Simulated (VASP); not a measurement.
# Cu in VASP: a series of runs, part 2 of 2

VASP 6.6.1. Earlier steps stand in the parts before.

## Step 4: Relaxation of cell and atoms, LDA

This run uses another cell than the first one, of 11.66 Å³/atom, 1.071 times its volume.

The input, INCAR:

```
SYSTEM = Cu
PREC     = Accurate       ! precision mode
ENCUT    = 600            ! plane-wave cutoff, eV
EDIFF    = 1E-6           ! SCF threshold, eV
ISMEAR   = 1              ! smearing method
SIGMA    = 0.1            ! smearing width, eV
LREAL    = .FALSE.        ! projectors in reciprocal space
LASPH    = .TRUE.         ! aspherical terms in the spheres
NELM     = 80             ! most SCF steps
ALGO     = Fast           ! electronic algorithm
ISIF     = 3              ! what is computed and relaxed
LWAVE    = .FALSE.        ! write WAVECAR
LCHARG   = .FALSE.        ! write CHGCAR
GGA      = CA             ! functional
IBRION   = 2              ! ionic algorithm
NSW      = 80             ! ionic steps
EDIFFG   = -0.005         ! ionic threshold
```

The input, KPOINTS:

```
Automatic mesh
0
G
  16 16 12
  0 0 0
```

The input, POSCAR:

```
Cu
1.0
    2.5455844123      0.0000000000      0.0000000000
    0.0000000000      2.5455844123      0.0000000000
    0.0000000000      0.0000000000      3.6000000000
Cu
2
Direct
    0.0000000000      0.0000000000      0.0000000000
    0.5000000000      0.5000000000      0.5000000000
```

Potentials or basis: VASP PAW LDA potentials, release 64 (Cu).

Run with:

```
$ cat potpaw_LDA.64/Cu/POTCAR > POTCAR
$ mpirun -np 1 vasp_std > vasp.out
```

OUTCAR:

```text
SYSTEM = Cu
   PREC = Accurate
   ENCUT = 600
   EDIFF = 1E-6
   ISMEAR = 1
   LREAL = .FALSE.
   LASPH = .TRUE.
   NELM = 80
   ISIF = 3
   GGA = CA
   IBRION = 2
   NSW = 80
   EDIFFG = -0.005

 ion  position               nearest neighbor table
   1  0.000  0.000  0.000-   2 2.55   2 2.55   2 2.55   2 2.55   2 2.55   2 2.55   2 2.55   2 2.55

   2  0.500  0.500  0.500-   1 2.55   1 2.55   1 2.55   1 2.55   1 2.55   1 2.55   1 2.55   1 2.55

  LATTYP: Found a simple tetragonal cell.
 ALAT       =     2.5455844123
 C/A-ratio  =     1.4142135624

  Lattice vectors:

 A1 = (   2.5455844123,   0.0000000000,   0.0000000000)
 A2 = (   0.0000000000,   2.5455844123,   0.0000000000)
 A3 = (   0.0000000000,   0.0000000000,   3.6000000000)

Analysis of symmetry for initial positions (statically):
=====================================================================
 Subroutine PRICEL returns following result:

  LATTYP: Found a face centered cubic cell.
 ALAT       =     3.6000000000

  Lattice vectors:

 A1 = (  -1.2727922062,  -1.2727922062,  -1.8000000000)
 A2 = (   1.2727922062,  -1.2727922062,  -1.8000000000)
 A3 = (   0.0000000000,  -2.5455844123,   0.0000000000)

   2 primitive cells build up your supercell.

 Routine SETGRP: Setting up the symmetry group for a
 simple tetragonal supercell.

 Subroutine GETGRP returns: Found 16 space group operations
 (whereof 16 operations were pure point group operations)
 out of a pool of 16 trial point group operations.

The static configuration has the point symmetry D_4h.

Analysis of symmetry for dynamics (positions and initial velocities):
=====================================================================
 Subroutine PRICEL returns following result:

  LATTYP: Found a face centered cubic cell.
 ALAT       =     3.6000000000

  Lattice vectors:

 A1 = (  -1.2727922062,  -1.2727922062,  -1.8000000000)
 A2 = (   1.2727922062,  -1.2727922062,  -1.8000000000)
 A3 = (   0.0000000000,  -2.5455844123,   0.0000000000)

   2 primitive cells build up your supercell.

 Routine SETGRP: Setting up the symmetry group for a
 simple tetragonal supercell.

 Subroutine GETGRP returns: Found 16 space group operations
 (whereof 16 operations were pure point group operations)
 out of a pool of 16 trial point group operations.

The dynamic configuration has the point symmetry D_4h.

 Subroutine INISYM returns: Found 16 space group operations
 (whereof 16 operations are pure point group operations),
 and found     2 'primitive' translations

----------------------------------------------------------------------------------------

                                     Primitive cell

  volume of cell :      11.6640

  direct lattice vectors                    reciprocal lattice vectors
    -1.272792206 -1.272792206 -1.800000000    -0.392837101  0.000000000 -0.277777778
     1.272792206 -1.272792206 -1.800000000     0.392837101  0.000000000 -0.277777778
     0.000000000 -2.545584412  0.000000000     0.000000000 -0.392837101  0.277777778

  length of vectors
     2.545584412  2.545584412  2.545584412     0.481125224  0.481125224  0.481125224

  position of ions in fractional coordinates (direct lattice)
     0.000000000  0.000000000  0.000000000

[... 81 lines left out ...]
   ISIF   =      3    stress and relaxation
   ISYM   =      2    0-nonsym 1-usesym 2-fastsym
   POTIM  = 0.5000    time-step for ionic-motion
   TEBEG  =    0.0;   TEEND  =   0.0 temperature during run
   PSTRESS=    0.0 pullay stress
   NELECT =      22.0000    total number of electrons
   NUPDOWN=      -1.0000    fix difference up-down
   EMIN   =  10.00;   EMAX   =-10.00  energy-range for DOS
   EFERMI =   0.00;   METHOD = LEGACY
   ISMEAR =     1;   SIGMA  =   0.10  broadening in eV -4-tet -1-fermi 0-gaus
   EFERMI_NEDOS =   21; number of points for ismear=-14 and -15
   IALGO  =     68    algorithm
   IMIX   =      4    mixing-type and parameters
     AMIX     =   0.40;   BMIX     =  1.00
     AMIX_MAG =   1.60;   BMIX_MAG =  1.00
  volume/ion in A,a.u.               =      11.66        78.71
  Fermi-wavevector in a.u.,A,eV,Ry     =   1.605425  3.033812 35.067491  2.577388
  Thomas-Fermi vector in A             =   2.701773
   LORBIT       =      0    0 simple, 1 ext, 2 COOP (PROOUT), +10 PAW based schemes
   GGA     = CA    functional components
   LHFCALC =     F    Hartree Fock is set to
   AEXX    =    0.0000 exact exchange contribution
   IVDW    =     0    specifies the selected vdW correction
   LEPSILON=     F    determine dielectric tensor
   LRPA    =     F    only Hartree local field effects (RPA)
 conjugate gradient relaxation of ions
 non-spin polarized calculation
 RMM-DIIS sequential band-by-band and
 Methfessel and Paxton  Order N= 1 SIGMA  =   0.10
  energy-cutoff  :      600.00
  volume of cell :       23.33
 maximum number of plane-waves:       798
   NGX = 11   NGY = 11   NGZ = 15

--------------------------------------- Ionic step        1  -------------------------------------------

 number of electron      21.9999954 magnetization

 Free energy of the ion-electron system (eV)
  ---------------------------------------------------
  ext. energy  EPLUGINS =         0.00000000
  ---------------------------------------------------
  free energy    TOTEN  =        -9.36822575 eV

  energy without entropy =       -9.36831311  energy(sigma->0) =       -9.36825487

------------------------ aborting loop because EDIFF is reached ----------------------------------------

  FORCE on cell =-STRESS in cart. coord.  units (eV):
  Direction    XX          YY          ZZ          XY          YZ          ZX
  --------------------------------------------------------------------------------------
  -------------------------------------------------------------------------------------
  Total       -1.3989093     -1.3989093     -1.4560618     -0.0000000      0.0000000      0.0000000
  in kB      -96.0777065    -96.0777065   -100.0029636     -0.0000000      0.0000000      0.0000000
  external PRESSURE =     -97.3861255 kB  Pullay stress =       0.0000000 kB
[... 89 lines left out ...]
  FREE ENERGIE OF THE ION-ELECTRON SYSTEM (eV)
  ---------------------------------------------------
  free  energy   TOTEN  =        -9.4172579302 eV

  energy  without entropy=       -9.4174286067  energy(sigma->0) =       -9.41731482

[... ionic steps 4 to 36 ...]

--------------------------------------- Ionic step       37  -------------------------------------------

 number of electron      22.0000032 magnetization

------------------------ aborting loop because EDIFF is reached ----------------------------------------
[... 67 lines left out ...]
--------------------------------------- Ionic step       39  -------------------------------------------

 number of electron      22.0000032 magnetization

 Free energy of the ion-electron system (eV)
  ---------------------------------------------------
  ext. energy  EPLUGINS =         0.00000000
  ---------------------------------------------------
  free energy    TOTEN  =        -9.41736312 eV

  energy without entropy =       -9.41749738  energy(sigma->0) =       -9.41740787

 E-fermi :   8.3285     XC(G=0): -13.5628

 val. band max:        8.3060516855   @ k =   0.4375   0.1250   0.5000
 cond. band min:       8.3403165482   @ k =   0.5000   0.1875   0.0000
 fundamental gap:      0.0342648627
 Fermi energy:         8.3284992242

 k-point     1 :       0.0000    0.0000    0.0000
  band No.  band energies     occupation
      1      -1.6022      2.00000
      2       2.9719      2.00000
      3       3.4557      2.00000
      4       5.0182      2.00000
      5       5.0182      2.00000
      6       5.0530      2.00000
      7       5.9556      2.00000
      8       5.9926      2.00000
      9       6.5982      2.00000
     10       6.7748      2.00000
     11       6.7748      2.00000
     12       9.8785     -0.00000
     13      16.1435      0.00000
     14      21.8635      0.00000
[... 401 lines left out ...]
      2       3.3603      2.00000
      3       4.2681      2.00000
      4       4.2681      2.00000
      5       4.6371      2.00000
      6       4.6371      2.00000
      7       5.8761      2.00000
      8       5.8761      2.00000
      9       6.1302      2.00000
     10       6.1302      2.00000
     11       8.1753      2.05241
     12       8.1753      2.05241
     13      18.9454      0.00000
     14      18.9454      0.00000
     15      20.1722      0.00000

 [... further k-points ...]

------------------------ aborting loop because EDIFF is reached ----------------------------------------

  FORCE on cell =-STRESS in cart. coord.  units (eV):
  Direction    XX          YY          ZZ          XY          YZ          ZX
  --------------------------------------------------------------------------------------
  -------------------------------------------------------------------------------------
  Total       -0.0057640     -0.0057640      0.0000948      0.0000000      0.0000000     -0.0000000
  in kB       -0.4225469     -0.4225469      0.0069475      0.0000000      0.0000000     -0.0000000
  external PRESSURE =      -0.2793821 kB  Pullay stress =       0.0000000 kB
[... 17 lines left out ...]
  FREE ENERGIE OF THE ION-ELECTRON SYSTEM (eV)
  ---------------------------------------------------
  free  energy   TOTEN  =        -9.4173631160 eV

  energy  without entropy=       -9.4174973750  energy(sigma->0) =       -9.41740787

 reached required accuracy - stopping structural energy minimisation
```

Run time: 15 min. Hardware: 1 thread of Intel Xeon Platinum 8488C (Sapphire Rapids), shared host; peak memory 0.25 GiB.

What came out:

```
Free energy                            : -9.4174 eV
Relaxed volume                         : 10.93 Å³/atom
Relaxed cell                           : a = 2.496 Å, b = 2.496 Å, c = 3.508 Å, α = 90.00°, β = 90.00°, γ = 90.00°
Space group after relaxing (to 0.05 Å) : Fm-3m (No. 225)
Energy gained by relaxing              : 24.6 meV/atom
Ionic steps                            : 39
Pressure after relaxing                : 0.0 GPa
Band gap on the k mesh                 : zero (band 11 reaches 14.84 eV, above the bottom of band 12 at 6.27 eV)
```

The path:
```csv
step,energy change (eV),largest force (eV/Å),pressure (GPa),volume (Å³)
1,0.0000,0.0000,-9.74,23.33
2,-0.0281,0.0000,9.63,21.02
3,-0.0490,0.0000,-0.10,21.85
4,-0.0490,0.0000,0.92,21.82
5,-0.0486,0.0000,-0.74,22.01
6,-0.0490,0.0000,-0.48,21.93
7,-0.0491,0.0000,0.38,21.89
8,-0.0490,0.0000,-0.25,21.91
9,-0.0490,0.0000,0.10,21.90
10,-0.0490,0.0000,-0.47,21.91
11,-0.0490,0.0000,0.60,21.82
12,-0.0491,0.0000,0.07,21.87
13,-0.0491,0.0000,-0.54,21.87
14,-0.0490,0.0000,0.56,21.80
15,-0.0491,0.0000,-0.21,21.83
16,-0.0490,0.0000,0.31,21.82
17,-0.0490,0.0000,0.00,21.83
18,-0.0490,0.0000,0.94,21.83
19,-0.0491,0.0000,-0.64,21.87
20,-0.0491,0.0000,0.07,21.85
21,-0.0491,0.0000,0.20,21.86
22,-0.0491,0.0000,-0.29,21.86
23,-0.0491,0.0000,0.35,21.86
24,-0.0491,0.0000,0.15,21.86
25,-0.0491,0.0000,-0.23,21.86
26,-0.0491,0.0000,0.09,21.85
27,-0.0491,0.0000,-0.18,21.85
28,-0.0491,0.0000,0.12,21.85
29,-0.0491,0.0000,-0.21,21.85
30,-0.0491,0.0000,0.44,21.85
31,-0.0491,0.0000,0.10,21.85
32,-0.0491,0.0000,0.12,21.85
33,-0.0491,0.0000,0.31,21.85
34,-0.0491,0.0000,0.70,21.85
35,-0.0491,0.0000,0.48,21.86
36,-0.0491,0.0000,-0.32,21.86
37,-0.0491,0.0000,0.30,21.85
38,-0.0491,0.0000,-0.16,21.86
39,-0.0491,0.0000,-0.03,21.86
```

Final structure:
```cif
data_structure
_symmetry_space_group_name_H-M 'P 1'
_symmetry_Int_Tables_number 1
_cell_length_a 2.4961
_cell_length_b 2.4961
_cell_length_c 3.5077
_cell_angle_alpha 90.000
_cell_angle_beta 90.000
_cell_angle_gamma 90.000
_cell_volume 21.86
loop_
_atom_site_label
_atom_site_type_symbol
_atom_site_fract_x
_atom_site_fract_y
_atom_site_fract_z
_atom_site_occupancy
Cu1 Cu 0.00000 0.00000 0.00000 1
Cu2 Cu 0.50000 0.50000 0.50000 1
```

Levels at points of the mesh, in eV from the Fermi level:
| k point | band 9 | band 10 | band 11 | band 12 | band 13 | band 14 |
| --- | --- | --- | --- | --- | --- | --- |
| (0.00, 0.00, 0.00) | -1.73 | -1.55 | -1.55 | 1.55 | 7.82 | 13.54 |
| (0.50, 0.00, 0.00) | -2.37 | -2.37 | -0.28 | -0.28 | 10.30 | 10.30 |
| (0.50, 0.50, 0.00) | -1.54 | -1.54 | 1.41 | 1.41 | 7.64 | 7.64 |
| (0.00, 0.00, 0.50) | -2.56 | -2.56 | -2.06 | -2.06 | 17.86 | 17.86 |
| (0.50, 0.00, 0.50) | -1.71 | -1.71 | -1.19 | -1.19 | 4.16 | 4.16 |
| (0.50, 0.50, 0.50) | -1.57 | -1.57 | 6.52 | 6.52 | 6.52 | 6.52 |

## Step 5: Overview

```csv
task,potentials or basis,cell,cutoff (eV),second run,gap on the mesh (eV),pressure (GPa)
single point,"VASP PAW LDA potentials, release 64 (Cu)","a = 2.493, b = 2.493, c = 3.503 Å, 2 atoms",520,-,none,1.1
single point,"VASP PAW LDA potentials, release 64 (Cu_sv_GW)","a = 2.493, b = 2.493, c = 3.503 Å, 2 atoms",700,valence_matched,none,-4.5
relaxation of cell and atoms,"VASP PAW LDA potentials, release 64 (Cu)","relaxed from a = 2.546, b = 2.546, c = 3.600 Å, 2 atoms",600,-,none,0.0
```

Alike in all rows: level LDA; no spin polarisation; k mesh 16 × 16 × 12; smearing methfessel-paxton 0.1 eV.

Absolute energies hang on the potentials; compare differences alone.
